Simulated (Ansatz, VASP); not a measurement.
# One calculation of ZrS, two programs

```xyz
2
Lattice="0.0000 2.6250 2.6250 2.6250 0.0000 2.6250 2.6250 2.6250 0.0000" Properties=species:S:1:pos:R:3 pbc="T T T"
Zr    0.0000    0.0000    0.0000
S     2.6250    2.6250    2.6250
```

Alike in both runs: task single point; functional PBEsol; k mesh 22 × 22 × 22; occupations gaussian, width 0.1 eV; no spin polarisation.

|  | VASP | Ansatz |
| --- | --- | --- |
| version | VASP 6.6.1 | Ansatz 0.2.0 |
| potentials or method | VASP PAW PBE potentials, release 64 (Zr_sv, S), cutoff 520 eV | scalar-relativistic, plane waves, PAW |
| valence electrons in the cell | 18 | 18 |

|  | VASP | Ansatz | Ansatz less VASP |
| --- | --- | --- | --- |
| gap on the k mesh at the Fermi level (eV) | none | none | - |
| pressure (GPa) | -6.3 | -6.5 | -0.20 |

VASP's potentials were made for PBE, not for PBEsol. A gap of «none» marks a metal or a gap that the smearing closes. With one functional, cell and mesh, what is left measures potentials, basis and numerics.
